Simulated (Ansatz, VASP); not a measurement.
## One calculation of Lu, two programs

The input INCAR:

```
SYSTEM = Lu
PREC = Accurate ; ENCUT = 520
EDIFF = 1E-6 ; ISMEAR = -1
SIGMA = 0.1 ; LREAL = .False.
LASPH = .True. ; NELM = 100
ALGO = Normal ; ISIF = 2
LWAVE = .False. ; LCHARG = .False.
GGA = RP ; NBANDS = 18
```

The input KPOINTS:

```
regular mesh
0
Gamma
  12 12 12
  0 0 0
```

POSCAR

```
Lu
1.0
    0.0000000000      2.4825233809      2.4825233809
    2.4825233809      0.0000000000      2.4825233809
    2.4825233809      2.4825233809      0.0000000000
Lu
1
Direct
    0.0000000000      0.0000000000      0.0000000000
```

Input for Ansatz:

```yaml
crystal:
  lattice:
    - [0.0, 2.4825233809, 2.4825233809]
    - [2.4825233809, 0.0, 2.4825233809]
    - [2.4825233809, 2.4825233809, 0.0]
  atoms:
    - { symbol: Lu, position: [0.0, 0.0, 0.0] }
hamiltonian:
  xc: rpbe
  pseudopotentials:
    kind: paw
    azcp:
      Lu: "pseudopotentials/Lu.paw.azcp"
basis:
  ecutwfc: 420
  fft_grid_basis: typed
kpoints:
  mp_grid: { grid: [12, 12, 12], shift: [0, 0, 0] }
magnetization:
  spin_polarized: false
scf:
  occupations: { method: fermi_dirac, width: 0.1 }
  lower_state_search: "off"
output:
  stress: true
```

Alike in both runs: task single point; functional RPBE; k mesh 12 × 12 × 12; occupations fermi-dirac, width 0.1 eV; no spin polarisation.

|  | VASP | Ansatz |
| --- | --- | --- |
| version | VASP 6.6.1 | Ansatz 0.2.0 |
| potentials or method | VASP PAW PBE potentials, release 64 (Lu), cutoff 520 eV | plane waves (420 eV) with PAW, scalar-relativistic |
| valence electrons in the cell | 25 | 25 |

```csv
,VASP,Ansatz,Ansatz less VASP
pressure (GPa),0.1,0.0,-0.09
```

VASP's potentials were made for PBE, not for RPBE.

Spin-orbit coupling is off throughout.
